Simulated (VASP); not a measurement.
The system is HfO2.

```
Hf O
1.0
     5.21946    0.00000    0.00000
     0.00000    5.00476    0.00000
     0.00000    0.00000    5.03269
Hf O
4 8
Cartesian
  5.0472 3.6661 3.7314
  2.7820 3.6661 1.2151
  2.4375 1.3387 3.7314
  0.1723 1.3387 1.2151
  3.2994 4.6477 4.4251
  4.5298 4.6477 1.9087
  1.2211 2.7020 2.4776
  1.3886 2.7020 4.9939
  3.9984 2.3028 4.9939
  3.8308 2.3028 2.4776
  0.6896 0.3571 4.4251
  1.9201 0.3571 1.9087
```

Base run:

```yaml
Program: VASP 6.6.1
Functional: revPBE
Potentials_or_basis: VASP PAW PBE potentials, release 64 (Hf_pv, O)
Cutoff: 520 eV
k_mesh: 5 × 6 × 5
Occupations: fermi-dirac, width 0.05 eV
Spin: no spin polarisation
```

Its results: band gap on the k mesh 4.50 eV (least direct gap 4.69 eV); pressure 10.0 GPa; largest force 0.083 eV/Å.

**Question.** The run is repeated on the same cell with these changes: functional from revPBE to PBEsol; hubbard terms from none to Hf d U = 1.0 eV. What comes out?

**Answer.** Band gap on the k mesh 4.49 eV (least direct gap 4.73 eV); pressure 1.6 GPa; largest force 0.108 eV/Å.

Several settings changed at once.

Caveats: the PAW data sets were made with another functional, which shifts forces and pressure a little; spin-orbit coupling is left out, which moves the levels of the heavy elements; the cell stands under pressure (at least some runs).

A k mesh can miss the band edges.
